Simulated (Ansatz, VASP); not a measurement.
## Li2Se: VASP beside Ansatz

POSCAR

```
Li2Se
1.0
    0.0000000000      2.9631704983      2.9631704983
    2.9631704983      0.0000000000      2.9631704983
    2.9631704983      2.9631704983      0.0000000000
Li Se
2 1
Direct
    0.2500000000      0.2500000000      0.2500000000
    0.7500000000      0.7500000000      0.7500000000
    0.0000000000      0.0000000000      0.0000000000
```

Contents of INCAR.step1:

```
PREC = Accurate
ENCUT = 830
ISMEAR = 0
SIGMA = 0.02
LREAL = F
LASPH = T
NELM = 120
NBANDS = 13
GGA = PE
ALGO = Normal
EDIFF = 1E-5
LWAVE = T
LCHARG = F
GGA_COMPAT = F
```

INCAR.step2

```
PREC = Accurate
ENCUT = 830
EDIFF = 1E-6
ISMEAR = 0
SIGMA = 0.02
LREAL = F
LASPH = T
NELM = 120
ALGO = Normal
ISIF = 2
LWAVE = F
LCHARG = F
METAGGA = R2SCAN
LMIXTAU = T
NBANDS = 13
ISTART = 1
GGA_COMPAT = F
```

Contents of KPOINTS:

```
Automatic mesh
0
Gamma
  8 8 8
```

Input for Ansatz:

```yaml
crystal:
  lattice:
    - [0.0, 2.9631704983, 2.9631704983]
    - [2.9631704983, 0.0, 2.9631704983]
    - [2.9631704983, 2.9631704983, 0.0]
  atoms:
    - { symbol: Li, position: [0.25, 0.25, 0.25] }
    - { symbol: Li, position: [0.75, 0.75, 0.75] }
    - { symbol: Se, position: [0.0, 0.0, 0.0] }
basis:
  ecutwfc: 500
kpoints:
  mp_grid: { grid: [8, 8, 8] }
hamiltonian:
  xc: r2scan
scf:
  occupations: { method: gaussian, width: 0.02 }
output:
  forces: true
  stress: true
  eigenvalues: true
```

Alike in both runs: task single point; functional r2SCAN; k mesh 8 × 8 × 8; occupations gaussian, width 0.02 eV; no spin polarisation.

|  | VASP | Ansatz |
| --- | --- | --- |
| version | VASP 6.6.1 | Ansatz 0.2.0 |
| potentials or method | VASP PAW PBE potentials, release 64 (Li_sv, Se), cutoff 830 eV | scalar-relativistic, plane waves, PAW |
| valence electrons in the cell | 12 | 22 |

|  | VASP | Ansatz | Ansatz less VASP |
| --- | --- | --- | --- |
| gap on the k mesh at the Fermi level (eV) | 3.43 | 3.45 | +0.021 |
| least direct gap on the mesh (eV) | 4.32 | 4.24 | -0.080 |
| pressure (GPa) | 1.0 | 1.1 | +0.08 |

VASP's potentials were made for PBE, not for r2SCAN. The functional is the same, so the differences come from potentials, cutoffs and numerics. VASP's potentials hold 12 valence electrons a cell and Ansatz's 22, so a difference there can come from the potentials and not from the codes.
